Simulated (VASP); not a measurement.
Set up this calculation in VASP 6.6.1, as the native input.

```
Task                   : single point
Functional             : PBE
Potentials or basis    : VASP PAW PBE potentials, release 64 (Cs_sv)
Cutoff                 : 520 eV
k mesh                 : 8 × 8 × 8
Occupations            : fermi-dirac, width 0.136057 eV
Spin                   : no spin polarisation
Dipole correction      : no
Further INCAR settings : ALGO = Normal; EDIFF = 1e-07; NBANDS = 10
```

The structure of Cs lies in POSCAR:

```
Cs
1.0
   -3.0824713117      3.0824713117      3.0824713117
    3.0824713117     -3.0824713117      3.0824713117
    3.0824713117      3.0824713117     -3.0824713117
Cs
1
Direct
    0.0000000000      0.0000000000      0.0000000000
```

These files were run (other wordings do the same):

INCAR

```
SYSTEM = Cs
  PREC = Accurate
  ENCUT = 520
  EDIFF = 1E-7
  ISMEAR = -1
  SIGMA = 0.13605693000000002
  LREAL = .False.
  LASPH = .True.
  NELM = 80
  ALGO = Normal
  ISIF = 2
  LWAVE = .False.
  LCHARG = .True.
  GGA = PE
  LELF = .True.
  LVHAR = .True.
  NBANDS = 10
```

KPOINTS

```
Automatic mesh
0
Gamma
  8 8 8
  0 0 0
```

Potentials or basis: VASP PAW PBE potentials, release 64 (Cs_sv).

The run is started by

```bash
$ cat potpaw_PBE.64/Cs_sv/POTCAR > POTCAR
$ mpirun -np 1 vasp_std > vasp.out
```

Results of the run:

```yaml
Pressure: 0.0 GPa
```

It took 23 s on 1 thread of Intel(R) Xeon(R) Platinum 8375C CPU @ 2.90GHz (Ice Lake), with other jobs on the host, peak memory 0.24 GiB.
